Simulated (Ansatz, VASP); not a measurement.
## SrO: VASP beside Ansatz

```
Sr O
1.0
     0.00000    2.58015    2.58015
     2.58015    0.00000    2.58015
     2.58015    2.58015    0.00000
Sr O
1 1
Direct
  0.94406 0.94406 0.94406
  0.50000 0.50000 0.50000
```

Change from the starting cell: all Sr atoms moved -0.500 Å, as atom 1 along Cartesian [1 1 1].

Alike in both runs: task single point; functional r2SCAN; k mesh 8 × 8 × 8; occupations gaussian, width 0.05 eV; no spin polarisation.

|  | VASP | Ansatz |
| --- | --- | --- |
| version | VASP 6.6.1 | Ansatz 0.2.0 |
| potentials or method | VASP PAW PBE potentials, release 64 (Sr_sv, O), cutoff 520 eV | scalar-relativistic, plane waves, PAW |
| valence electrons in the cell | 16 | 16 |

```csv
,VASP,Ansatz,Ansatz less VASP
gap on the k mesh at the Fermi level (eV),4.58,4.57,-0.011
least direct gap on the mesh (eV),4.87,4.86,-0.004
pressure (GPa),7.4,6.6,-0.80
"traceless stress, the component that is largest in VASP (GPa)",-1.95,-1.82,+0.135
rms of the force components (eV/Å),0.813,0.771,-0.0425
```

VASP's potentials were made for PBE, not for r2SCAN. Atom by atom the forces differ by 0.042 eV/Å (rms over components).
